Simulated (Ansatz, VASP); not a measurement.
**One calculation of Ni, two programs**

```xyz
1
Lattice="-1.3967 1.3967 1.3967 1.3967 -1.3967 1.3967 1.3967 1.3967 -1.3967" Properties=species:S:1:pos:R:3 pbc="T T T"
Ni    0.0000    0.0000    0.0000
```

Alike in both runs: task relaxation of cell and atoms; functional PBE; k mesh 21 × 21 × 21; occupations fermi-dirac, width 0.1 eV; no spin polarisation.

|  | VASP | Ansatz |
| --- | --- | --- |
| version | VASP 6.6.1 | Ansatz 0.2.0 |
| potentials or method | VASP PAW PBE potentials, release 64 (Ni) | PAW with Ansatz's default frozen-core files, scalar-relativistic |
| plane-wave cutoff (eV) | 600 | 420 |
| valence electrons in the cell | 10 | 18 |

VASP gave:

```
relaxed volume (Å³/atom)                                     : 10.91
relaxed cell length with the largest relative difference (Å) : 2.420
```

Question: Estimate Ansatz's values.

Answer: Relaxed volume (Å³/atom): 10.92; relaxed cell length with the largest relative difference (Å): 2.421.

VASP's potentials hold 10 valence electrons a cell and Ansatz's 18, so a difference there can come from the potentials and not from the codes.
